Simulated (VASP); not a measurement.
# Ta5F2 (P1) in VASP: relaxation of cell and atoms with PBE

Aim: the relaxation of cell and atoms of Ta5F2 with PBE.

All numbers are computed with VASP 6.6.1; they aren't measurements. Logs are shortened: lines on timing, memory, paths and dates and some standing lists are left out, and cuts for length are marked.

### Step 1. The cell of the first run

The typed cell holds 7 atoms: a = 3.261 Å, b = 3.341 Å, c = 10.028 Å, α = 89.56°, β = 90.69°, γ = 91.45°.

### Step 2. Relaxation of cell and atoms, PBE

Contents of INCAR:

```
PREC     = Accurate       # precision mode
ENCUT    = 600            # plane-wave cutoff, eV
EDIFF    = 1E-7           # SCF threshold, eV
ISMEAR   = 0              # smearing method
SIGMA    = 0.2            # smearing width, eV
LREAL    = False          # projectors in reciprocal space
LASPH    = True           # aspherical terms in the spheres
NELM     = 80             # most SCF steps
ALGO     = Fast           # electronic algorithm
ISIF     = 3              # what is computed and relaxed
LWAVE    = False          # write WAVECAR
LCHARG   = False          # write CHGCAR
GGA      = PE             # functional
IBRION   = 2              # ionic algorithm
NSW      = 80             # ionic steps
EDIFFG   = -0.025         # ionic threshold
```

Contents of KPOINTS:

```
Automatic mesh
0
Gamma
  6 6 2
```

Contents of POSCAR:

```
Ta5F2
1.0
    3.2609696451     -0.0416924918     -0.0196262855
   -0.0416924918      3.3409690321      0.0126504469
   -0.0602974758      0.0388657355     10.0280006643
Ta F
5 2
Direct
    0.5064495523      0.5076764846      0.1635403446
    0.5109724803      0.5170316973      0.8358961357
   -0.0089495306      0.0061125116      0.0071835199
   -0.0019097659     -0.0071939696      0.3254438039
    0.0041818577     -0.0166317339      0.6703831125
   -0.0045311670      0.5097661726      0.4968727799
    0.4937865732     -0.0167611626      0.5006803034
```

Potentials or basis: VASP PAW PBE potentials, release 64 (Ta_pv, F).

Run with:

```sh
> cat potpaw_PBE.64/Ta_pv/POTCAR potpaw_PBE.64/F/POTCAR > POTCAR
> mpirun -np 1 vasp_std > vasp.out
```

OUTCAR:

```text
PREC = Accurate
   ENCUT = 600
   EDIFF = 1E-7
   ISMEAR = 0
   LREAL = False
   LASPH = True
   NELM = 80
   ISIF = 3
   GGA = PE
   IBRION = 2
   NSW = 80
   EDIFFG = -0.025

 ion  position               nearest neighbor table
   1  0.506  0.508  0.164-   3 2.76   4 2.77   3 2.82   3 2.83   3 2.85   4 2.86   4 2.87   4 2.87
                             2 3.29
   2  0.511  0.517  0.836-   5 2.77   3 2.81   5 2.82   3 2.89   5 2.91   3 2.94   3 2.96   5 2.96
                             1 3.29
   3  0.991  0.006  0.007-   1 2.76   2 2.81   1 2.82   1 2.83   1 2.85   2 2.89   2 2.94   2 2.96
                             4 3.19   5 3.38
   4  0.998  0.993  0.325-   6 2.35   7 2.37   7 2.42   6 2.45   1 2.77   1 2.86   1 2.87   1 2.87
                             3 3.19   5 3.46
   5  0.004  0.983  0.670-   7 2.35   6 2.36   7 2.37   6 2.46   2 2.77   2 2.82   2 2.91   2 2.96
                             3 3.38   4 3.46
   6  0.995  0.510  0.497-   4 2.35   5 2.36   4 2.45   5 2.46
   7  0.494  0.983  0.501-   5 2.35   5 2.37   4 2.37   4 2.42

  LATTYP: Found a triclinic cell.
 ALAT       =     3.2612952153
 B/A-ratio  =     3.2219423514
 C/A-ratio  =     1.0245172219
 COS(alpha) =     0.0004636344
 COS(beta)  =     0.0252825813
 COS(gamma) =     0.2988434601

  Lattice vectors:

 A1 = (   3.2609696451,  -0.0416924918,  -0.0196262855)
 A2 = (   3.2006721693,  -0.0028267563,  10.0083743788)
 A3 = (   0.0416924918,  -3.3409690321,  -0.0126504469)

Analysis of symmetry for initial positions (statically):
=====================================================================
 Subroutine PRICEL returns:
 Original cell was already a primitive cell.

 Routine SETGRP: Setting up the symmetry group for a
 triclinic supercell.

 Subroutine GETGRP returns: Found  1 space group operations
 (whereof  1 operations were pure point group operations)
 out of a pool of  2 trial point group operations.

The static configuration has the point symmetry C_1 .

Analysis of symmetry for dynamics (positions and initial velocities):
=====================================================================
 Subroutine PRICEL returns:
 Original cell was already a primitive cell.

 Routine SETGRP: Setting up the symmetry group for a
 triclinic supercell.

 Subroutine GETGRP returns: Found  1 space group operations
 (whereof  1 operations were pure point group operations)
 out of a pool of  2 trial point group operations.

The dynamic configuration has the point symmetry C_1 .

 Subroutine INISYM returns: Found  1 space group operations
 (whereof  1 operations are pure point group operations),
 and found     1 'primitive' translations

----------------------------------------------------------------------------------------

                                     Primitive cell

  volume of cell :     109.2301

  direct lattice vectors                    reciprocal lattice vectors
     3.260969645 -0.041692492 -0.019626285     0.306717114  0.003820645  0.001829455
    -0.041692492  3.340969032  0.012650447     0.003820645  0.299366342 -0.001137287
    -0.060297476  0.038865735 10.028000664     0.000595471 -0.000370177  0.099725790

  length of vectors
     3.261295215  3.341253114 10.028257259     0.306746364  0.299392882  0.099728255

  position of ions in fractional coordinates (direct lattice)
     0.506449552  0.507676485  0.163540345
     0.510972480  0.517031697  0.835896136
     0.991050469  0.006112512  0.007183520
     0.998090234  0.992806030  0.325443804
     0.004181858  0.983368266  0.670383112
     0.995468833  0.509766173  0.496872780
     0.493786573  0.983238837  0.500680303

  ion indices of the primitive-cell ions
   primitive index   ion index
                 1           1
                 2           2
                 3           3
                 4           4
                 5           5
                 6           6
                 7           7

----------------------------------------------------------------------------------------

 KPOINTS: Automatic mesh

Automatic generation of k-mesh.
 Grid dimensions read from file:
 generate k-points for:    6    6    2

 Generating k-lattice:

  Cartesian coordinates                     Fractional coordinates (reciprocal lattice)
     0.051119519  0.000636774  0.000304909     0.166666667 -0.000000000 -0.000000000
     0.000636774  0.049894390 -0.000189548     0.000000000  0.166666667  0.000000000
     0.000297736 -0.000185088  0.049862895     0.000000000 -0.000000000  0.500000000

  Length of vectors
     0.051124394  0.049898814  0.049864128

  Shift w.r.t. Gamma in fractional coordinates (k-lattice)
     0.000000000  0.000000000  0.000000000

 Subroutine IBZKPT returns following result:
 ===========================================

 Found     40 irreducible k-points:

 Following reciprocal coordinates:
            Coordinates               Weight
  0.000000  0.000000  0.000000      1.000000
  0.166667 -0.000000 -0.000000      2.000000
  0.333333 -0.000000 -0.000000      2.000000
  0.500000  0.000000 -0.000000      1.000000
 -0.000000  0.166667 -0.000000      2.000000
  0.166667  0.166667 -0.000000      2.000000
[... 16 lines left out ...]
  0.333333  0.000000  0.500000      2.000000
  0.500000  0.000000  0.500000      1.000000
 [... further k-points ...]
   k-points           NKPTS =     40   k-points in BZ     NKDIM =     40   number of bands    NBANDS=     41
   number of dos      NEDOS =    301   number of ions     NIONS =      7
   total plane-waves  NPLWV =  62720
   dimension x,y,z NGX =    28 NGY =   28 NGZ =   80
   dimension x,y,z NGXF=    56 NGYF=   56 NGZF=  160
   ions per type =               5   2
   NGX,Y,Z   is equivalent  to a cutoff of  14.27, 13.93, 13.26 a.u.
   NGXF,Y,Z  is equivalent  to a cutoff of  28.55, 27.86, 26.52 a.u.
 SYSTEM =  unknown system
   PREC   = accura    normal or accurate (medium, high low for compatibility)
   ISTART =      0    job   : 0-new  1-cont  2-samecut
   ICHARG =      2    charge: 1-file 2-atom 10-const
   ISPIN  =      1    spin polarized calculation?
   LNONCOLLINEAR =      F non collinear calculations
   LSORBIT =      F    spin-orbit coupling
   LASPH  =      T    aspherical Exc in radial PAW
   ENCUT  =  600.0 eV  44.10 Ry    6.64 a.u.   6.51  6.67 20.03*2*pi/ulx,y,z
   NELM   =     80;   NELMIN=  2; NELMDL= -5     # of ELM steps
   EDIFF  = 0.1E-06   stopping-criterion for ELM
   LREAL  =      F    real-space projection
   EDIFFG = -.3E-01   stopping-criterion for IOM
   NSW    =     80    number of steps for IOM
   IBRION =      2    ionic relax: 0-MD 1-quasi-New 2-CG
   NFREE  =      1    steps in history (QN), initial steepest desc. (CG)
   ISIF   =      3    stress and relaxation
   ISYM   =      2    0-nonsym 1-usesym 2-fastsym
   POTIM  = 0.5000    time-step for ionic-motion
   TEBEG  =    0.0;   TEEND  =   0.0 temperature during run
   PSTRESS=    0.0 pullay stress
   NELECT =      69.0000    total number of electrons
   NUPDOWN=      -1.0000    fix difference up-down
   EMIN   =  10.00;   EMAX   =-10.00  energy-range for DOS
   EFERMI =   0.00;   METHOD = LEGACY
   ISMEAR =     0;   SIGMA  =   0.20  broadening in eV -4-tet -1-fermi 0-gaus
   EFERMI_NEDOS =   21; number of points for ismear=-14 and -15
   IALGO  =     68    algorithm
   IMIX   =      4    mixing-type and parameters
     AMIX     =   0.40;   BMIX     =  1.00
     AMIX_MAG =   1.60;   BMIX_MAG =  1.00
  volume/ion in A,a.u.               =      15.60       105.30
  Fermi-wavevector in a.u.,A,eV,Ry     =   1.404679  2.654458 26.845965  1.973123
  Thomas-Fermi vector in A             =   2.527216
   LORBIT       =      0    0 simple, 1 ext, 2 COOP (PROOUT), +10 PAW based schemes
   GGA     = PE    functional components
   LHFCALC =     F    Hartree Fock is set to
   AEXX    =    0.0000 exact exchange contribution
   IVDW    =     0    specifies the selected vdW correction
   LEPSILON=     F    determine dielectric tensor
   LRPA    =     F    only Hartree local field effects (RPA)
 conjugate gradient relaxation of ions
 non-spin polarized calculation
 RMM-DIIS sequential band-by-band and
 Gauss-broadening in eV      SIGMA  =   0.20
  energy-cutoff  :      600.00
  volume of cell :      109.23
 maximum number of plane-waves:      3692
 NGX is ok and might be reduce to    28
   NGX = 13   NGY = 13   NGZ = 41

--------------------------------------- Ionic step        1  -------------------------------------------

 number of electron      68.9999996 magnetization

 Free energy of the ion-electron system (eV)
  ---------------------------------------------------
  ext. energy  EPLUGINS =         0.00000000
  ---------------------------------------------------
  free energy    TOTEN  =       -68.06333848 eV

  energy without entropy =      -67.94846593  energy(sigma->0) =      -68.00590220

------------------------ aborting loop because EDIFF is reached ----------------------------------------

  FORCE on cell =-STRESS in cart. coord.  units (eV):
  Direction    XX          YY          ZZ          XY          YZ          ZX
  --------------------------------------------------------------------------------------
  -------------------------------------------------------------------------------------
  Total        0.2336138     -0.6100098      0.1012578      1.8388664     -0.4992519      0.5227457
  in kB        3.4266258     -8.9475675      1.4852400     26.9723221     -7.3229803      7.6675855
  external PRESSURE =      -1.3452339 kB  Pullay stress =       0.0000000 kB
[... 104 lines left out ...]
  FREE ENERGIE OF THE ION-ELECTRON SYSTEM (eV)
  ---------------------------------------------------
  free  energy   TOTEN  =       -68.2180654050 eV

  energy  without entropy=      -68.1095186529  energy(sigma->0) =      -68.16379203

[... ionic steps 4 to 9 ...]

--------------------------------------- Ionic step       10  -------------------------------------------

 number of electron      69.0000012 magnetization

------------------------ aborting loop because EDIFF is reached ----------------------------------------

  FORCE on cell =-STRESS in cart. coord.  units (eV):
  Direction    XX          YY          ZZ          XY          YZ          ZX
  --------------------------------------------------------------------------------------
  -------------------------------------------------------------------------------------
  Total        0.0780139     -0.0261428     -0.0314662      0.0339387      0.0003986     -0.0143403
  in kB        1.1514553     -0.3858575     -0.4644298      0.5009231      0.0058827     -0.2116575
  external PRESSURE =       0.1003893 kB  Pullay stress =       0.0000000 kB
[... 67 lines left out ...]
  energy  without entropy=      -68.1383186572  energy(sigma->0) =      -68.19363028

--------------------------------------- Ionic step       12  -------------------------------------------

 number of electron      69.0000014 magnetization

 Free energy of the ion-electron system (eV)
  ---------------------------------------------------
  ext. energy  EPLUGINS =         0.00000000
  ---------------------------------------------------
  free energy    TOTEN  =       -68.24922835 eV

  energy without entropy =      -68.13858902  energy(sigma->0) =      -68.19390869

 E-fermi :   5.3982     XC(G=0): -12.2517

 val. band max:        5.3922756705   @ k =   0.3333   0.0000   0.5000
 cond. band min:       5.4126061753   @ k =   0.5000   0.0000   0.5000
 fundamental gap:      0.0203305047
 Fermi energy:         5.3981510365

 k-point     1 :       0.0000    0.0000    0.0000
  band No.  band energies     occupation
      1     -29.8659      2.00000
      2     -29.7178      2.00000
      3     -29.5222      2.00000
      4     -29.5202      2.00000
      5     -29.5093      2.00000
      6     -29.5077      2.00000
[... 1045 lines left out ...]
     40       7.3316      0.00000
     41       8.5448      0.00000

 [... further k-points ...]
[... 5 lines left out ...]
  --------------------------------------------------------------------------------------
  -------------------------------------------------------------------------------------
  Total        0.0340689     -0.0156225     -0.0091473     -0.0158399     -0.0094920     -0.0025000
  in kB        0.5028137     -0.2305681     -0.1350020     -0.2337769     -0.1400905     -0.0368963
  external PRESSURE =       0.0457478 kB  Pullay stress =       0.0000000 kB
[... 22 lines left out ...]
  FREE ENERGIE OF THE ION-ELECTRON SYSTEM (eV)
  ---------------------------------------------------
  free  energy   TOTEN  =       -68.2492283500 eV

  energy  without entropy=      -68.1385890219  energy(sigma->0) =      -68.19390869

 reached required accuracy - stopping structural energy minimisation
```

It took 48 min on 1 thread of Oxide Virtual Turin-like, shared host; peak memory 0.32 GiB.

What came out:

| Property | Result |
| --- | --- |
| Free energy | -68.2492 eV |
| Relaxed volume | 15.51 Å³/atom |
| Relaxed cell | a = 3.274 Å, b = 3.279 Å, c = 10.111 Å, α = 90.03°, β = 89.96°, γ = 89.99° |
| Space group after relaxing (to 0.1 Å) | P4/mmm (No. 123) |
| Energy gained by relaxing | 26.6 meV/atom |
| Ionic steps | 12 |
| Pressure after relaxing | 0.0 GPa |
| Largest force after relaxing | 0.016 eV/Å |
| Band gap on the k mesh | zero (an odd number of electrons rules out a gap without spin polarisation) |

Forces on the atoms (eV/Å):
```
Ta  -0.004 -0.004 -0.004
Ta  -0.002 -0.002  0.008
Ta   0.001 -0.006  0.010
Ta   0.004  0.000 -0.011
Ta  -0.009  0.008 -0.007
F    0.009 -0.010  0.009
F    0.001  0.014 -0.006
```

Step by step:
| step | energy change (eV) | largest force (eV/Å) | pressure (GPa) | volume (Å³) |
| --- | --- | --- | --- | --- |
| 1 | 0.0000 | 1.1340 | -0.13 | 109.23 |
| 2 | -0.1522 | 0.3974 | -0.60 | 109.00 |
| 3 | -0.1547 | 0.4618 | -0.60 | 108.96 |
| 4 | -0.1740 | 0.2177 | 1.08 | 108.00 |
| 5 | -0.1741 | 0.2237 | 1.23 | 107.91 |
| 6 | -0.1792 | 0.1410 | -1.16 | 109.25 |
| 7 | -0.1813 | 0.1495 | -0.34 | 108.78 |
| 8 | -0.1844 | 0.0739 | -0.04 | 108.58 |
| 9 | -0.1846 | 0.1058 | 0.05 | 108.52 |
| 10 | -0.1855 | 0.0383 | 0.01 | 108.55 |
| 11 | -0.1856 | 0.0481 | -0.01 | 108.57 |
| 12 | -0.1859 | 0.0162 | 0.00 | 108.56 |

Final structure:
```
Ta F
1.0
     3.27395    0.00001    0.00107
     0.00082    3.27934   -0.00103
     0.00360   -0.00256   10.11123
Ta F
5 2
Direct
  0.50093 0.50099 0.16597
  0.50195 0.49974 0.83397
  0.00151 0.00057 0.99987
  0.00074 0.00122 0.33266
  0.00339 0.99855 0.66759
  0.99587 0.49971 0.49830
  0.49561 0.99921 0.50163
```

Caveat: spin-orbit coupling is left out, which moves the levels of the heavy elements.

The gap in the log of VASP goes by the Fermi energy; the results here count the filled bands.